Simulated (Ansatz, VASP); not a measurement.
**Two plane-wave programs on Pd**

```
Pd
1.0
     0.00000    1.97171    1.97171
     1.97171    0.00000    1.97171
     1.97171    1.97171    0.00000
Pd
1
Direct
  0.00000 0.00000 0.00000
```

Alike in both runs: functional PBE; k mesh 16 × 16 × 16; occupations gaussian, width 0.1 eV; no spin polarisation.

Ansatz relaxed the structure, and its values are those at the end. VASP's run is a single point on that final structure, the one shown.

|  | VASP | Ansatz |
| --- | --- | --- |
| version | VASP 6.6.1 | Ansatz 0.2.0 |
| potentials or method | VASP PAW PBE potentials, release 64 (Pd), cutoff 520 eV | scalar-relativistic, plane waves, PAW |
| valence electrons in the cell | 10 | 18 |

|  | VASP | Ansatz | Ansatz less VASP |
| --- | --- | --- | --- |
| gap on the k mesh at the Fermi level (eV) | none | none | - |
| pressure (GPa) | -0.2 | 0.0 | +0.17 |

A gap of «none» marks a metal or a gap that the smearing closes. The functional is the same, so the differences come from potentials, cutoffs and numerics. VASP's potentials hold 10 valence electrons a cell and Ansatz's 18, so a difference there can come from the potentials and not from the codes.
